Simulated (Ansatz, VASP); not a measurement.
Two plane-wave programs on Ga4Sb3As

```
As Ga Sb
1.0
     6.01917    0.00000    0.00000
     0.00000    6.01917    0.00000
     0.00000    0.00000    6.01917
As Ga Sb
1 4 3
Direct
  0.00000 0.00000 0.00000
  0.75878 0.75878 0.75878
  0.24122 0.24122 0.75878
  0.24122 0.75878 0.24122
  0.75878 0.24122 0.24122
  0.50000 0.50000 0.00000
  0.50000 0.00000 0.50000
  0.00000 0.50000 0.50000
```

Alike in both runs: task single point; functional r2SCAN; k mesh 4 × 4 × 4; occupations fermi-dirac, width 0.02 eV; no spin polarisation.

|  | VASP | Ansatz |
| --- | --- | --- |
| version | VASP 6.6.1 | Ansatz 0.2.0 |
| potentials or method | VASP PAW PBE potentials, release 64 (As, Ga_d, Sb) | plane waves, PAW |
| plane-wave cutoff (eV) | 520 | 500 |
| valence electrons in the cell | 72 | 112 |

|  | VASP | Ansatz | Ansatz less VASP |
| --- | --- | --- | --- |
| pressure (GPa) | 0.0 | 0.0 | -0.08 |
| rms of the force components (eV/Å) | 0.006 | 0.003 | -0.0028 |

VASP's potentials were made for PBE, not for r2SCAN. The functional is the same, so the differences come from potentials, cutoffs and numerics. VASP's potentials hold 72 valence electrons a cell and Ansatz's 112, so a difference there can come from the potentials and not from the codes.

Neither program's run includes spin-orbit coupling.
